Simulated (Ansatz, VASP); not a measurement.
# Pb in VASP and in Ansatz

```xyz
2
Lattice="3.7471 0.0000 0.0000 -1.8735 3.2451 0.0000 0.0000 0.0000 6.1785" Properties=species:S:1:pos:R:3 pbc="T T T"
Pb    0.0000    2.1634    1.5446
Pb    1.8735    1.0817    4.6339
```

Alike in both runs: task single point; functional BLYP; k mesh 11 × 11 × 6; occupations fermi-dirac, width 0.1 eV; no spin polarisation.

|  | VASP | Ansatz |
| --- | --- | --- |
| version | VASP 6.6.1 | Ansatz 0.2.0 |
| potentials or method | VASP PAW PBE potentials, release 64 (Pb_d), cutoff 520 eV | plane waves (420 eV) with PAW, scalar-relativistic |
| valence electrons in the cell | 28 | 28 |

|  | VASP | Ansatz | Ansatz less VASP |
| --- | --- | --- | --- |
| pressure (GPa) | -2.1 | -2.1 | -0.02 |

VASP's potentials were made for PBE, not for BLYP.

Spin-orbit coupling is off throughout.
